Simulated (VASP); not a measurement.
The system is TiRh.

```
CELL_PARAMETERS angstrom
3.11520 0.00000 0.00000
0.00000 3.11520 0.00000
0.00000 0.00000 3.11520
ATOMIC_POSITIONS crystal
Ti 0.50000 0.50000 0.50000
Rh 0.00000 0.00000 0.00000
```

Base run:

```yaml
Program: VASP 6.6.1
Functional: r2SCAN
Potentials_or_basis: VASP PAW PBE potentials, release 64 (Ti_sv, Rh_pv)
Cutoff: 550 eV
k_mesh: 9 × 9 × 9
Occupations: methfessel-paxton, width 0.1 eV
Spin: no spin polarisation
```

Its results: pressure -3.7 GPa.

Question: After a change of settings the same cell gave: pressure -4.8 GPa. Which change was it?
A. k mesh from 9 × 9 × 9 to 3 × 3 × 3
B. k mesh from 9 × 9 × 9 to 6 × 6 × 6
C. k mesh from 9 × 9 × 9 to 5 × 5 × 5

Answer: C.

Caveats: some runs use coarse meshes; the PAW data sets were made with another functional, which shifts forces and pressure a little.
